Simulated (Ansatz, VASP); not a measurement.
## GdN: VASP beside Ansatz

```
Gd N
1.0
     0.00000    2.52560    2.52560
     2.52560    0.00000    2.52560
     2.52560    2.52560    0.00000
Gd N
1 1
Cartesian
  2.5256 2.5256 2.5256
  0.0000 0.0000 0.0000
```

Alike in both runs: task single point; functional PBE; k mesh 12 × 12 × 12; occupations gaussian, width 0.05 eV; collinear spin.

|  | VASP | Ansatz |
| --- | --- | --- |
| version | VASP 6.6.1 | Ansatz 0.2.0 |
| potentials or method | VASP PAW PBE potentials, release 64 (Gd, N), cutoff 520 eV | scalar-relativistic, plane waves, PAW |
| valence electrons in the cell | 23 | 23 |

|  | VASP | Ansatz | Ansatz less VASP |
| --- | --- | --- | --- |
| gap on the k mesh at the Fermi level (eV) | none | none | - |
| pressure (GPa) | -5.4 | -5.4 | -0.01 |
| net moment per atom (μB) | 3.50 | 3.50 | 0.000 |
| size of the moment on the site where the two differ most (μB) | 6.80 | 6.88 | +0.072 |

Site moments also hang on the region over which each program counts them. A gap of «none» marks a metal or a gap that the smearing closes. The functional is the same, so the differences come from potentials, cutoffs and numerics.

Spin-orbit coupling is off throughout.
